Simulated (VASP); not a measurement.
Here is a VASP 6.6.1 calculation.

The input INCAR:

```
ALGO = Normal
EDIFF = 1E-8
ENCUT = 520
GGA = PE
ISIF = 2
ISMEAR = -1
LASPH = T
LCHARG = F
LEFG = T
LREAL = F
LWAVE = F
NBANDS = 21
NELM = 60
PREC = Accurate
SIGMA = 0.03
```

Contents of KPOINTS:

```
k-points
0
Gamma
  14 14 8
```

The input POSCAR:

```
Ru
1.0
    2.7057993342     -0.0270579933     -0.0270579933
   -1.3763325767      2.3568199577     -0.0099039129
   -0.0428190000     -0.0428190000      4.2819000000
Ru
2
Direct
    0.3333333333      0.6666666667      0.2500000000
    0.6666666667      0.3333333333      0.7500000000
```

Potentials or basis: VASP PAW PBE potentials, release 64 (Ru_pv).

Command:

```sh
$ cat potpaw_PBE.64/Ru_pv/POTCAR > POTCAR
$ mpirun -np 1 vasp_std > vasp.out
```

Q: Predict the pressure.

A: 4.9 GPa.

Q: What does it give for the largest force?

A: 0.098 eV/Å.

Q: Predict the band gap on the k mesh.

A: Zero (bands 14 and 15 overlap by 3.18 eV).

Electric field gradients, principal values (V/Å²):
```csv
atom,least,middle,greatest (by size)
1 Ru,6.129,9.119,-15.248
2 Ru,6.129,9.119,-15.248
```

Caveat: the cell differs from its parent crystal (equal xy, yz and zx shear strains of -2 %); the cell stands under pressure; without QUAD_EFG the Cq values of the log hold for a quadrupole moment of 1 mb, not for the nuclei.
